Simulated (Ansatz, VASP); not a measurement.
TiBMoC2 in VASP and in Ansatz

```xyz
5
Lattice="-1.5489 1.5489 4.8470 1.5489 -1.5489 4.8470 1.5489 1.5489 -4.8470" Properties=species:S:1:pos:R:3 pbc="T T T"
Ti    0.0000    0.0000    0.0000
B     0.0000    1.5489    2.4235
Mo    1.5489    0.0000    2.4235
C     0.0000    0.0000    5.5813
C     0.0000    0.0000    4.1128
```

Change from the starting cell: species swapped into the YCuSi2Ni type (I-4m2, No. 119).

Alike in both runs: functional PBE; k mesh 16 × 16 × 16; occupations gaussian, width 0.1 eV; no spin polarisation.

Ansatz relaxed the structure, and its values are those at the end. VASP's run is a single point on that final structure, the one shown.

```csv
,VASP,Ansatz
version,VASP 6.6.1,Ansatz 0.2.0
potentials or method,"VASP PAW PBE potentials, release 64 (Ti_sv, B, Mo_sv, C), cutoff 520 eV","scalar-relativistic, plane waves, PAW"
valence electrons in the cell,37,37
```

|  | VASP | Ansatz | Ansatz less VASP |
| --- | --- | --- | --- |
| gap on the k mesh at the Fermi level (eV) | none | none | - |
| pressure (GPa) | 0.5 | 0.0 | -0.47 |
| rms of the force components (eV/Å) | 0.017 | 0.000 | -0.0165 |

A gap of «none» marks a metal or a gap that the smearing closes.
